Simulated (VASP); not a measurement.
TiO2:

```xyz
6
Lattice="4.5998 0.0000 0.0000 0.0000 4.5998 0.0000 0.0000 0.0000 2.9592" Properties=species:S:1:pos:R:3 pbc="T T T"
Ti    0.0000    0.0000    1.4796
Ti    2.2999    2.2999    0.0000
O     1.3998    1.3998    1.4796
O     0.9001    3.6997    0.0000
O     3.6997    0.9001    0.0000
O     3.2000    3.2000    1.4796
```

- Program: VASP 6.6.1
- Task: relaxation of cell and atoms
- Functional: PBEsol
- Dispersion: D4
- Potentials or basis: VASP PAW PBE potentials, release 64 (Ti_sv, O)
- Cutoff: 600 eV
- k mesh: 6 × 6 × 9
- Occupations: fermi-dirac, width 0.05 eV
- Spin: no spin polarisation

At the start: pressure -4.6 GPa; volume 10.44 Å³/atom.

Question: How do energy, volume and symmetry change on relaxing?

Answer: Over 5 steps the energy falls by 2.9 meV/atom and the volume is 10.24 Å³/atom (-1.9 %); space group P4_2/mnm (No. 136, to 0.05 Å).

Step by step:
```tsv
step	energy change (eV)	largest force (eV/Å)	pressure (GPa)	volume (Å³)
1	0.0000	0.0617	-4.57	62.61
2	0.0158	0.2343	6.72	59.95
3	-0.0173	0.0539	-0.09	61.48
4	-0.0173	0.0562	-0.02	61.46
5	-0.0176	0.0098	-0.02	61.42
```

Final structure:
```
Ti O
1.0
     4.57375    0.00000    0.00000
     0.00000    4.57375    0.00000
     0.00000    0.00000    2.93582
Ti O
2 4
Direct
  0.00000 0.00000 0.50000
  0.50000 0.50000 0.00000
  0.30415 0.30415 0.50000
  0.19585 0.80415 0.00000
  0.80415 0.19585 0.00000
  0.69585 0.69585 0.50000
```

Caveat: the PAW data sets were made with another functional, which shifts forces and pressure a little.
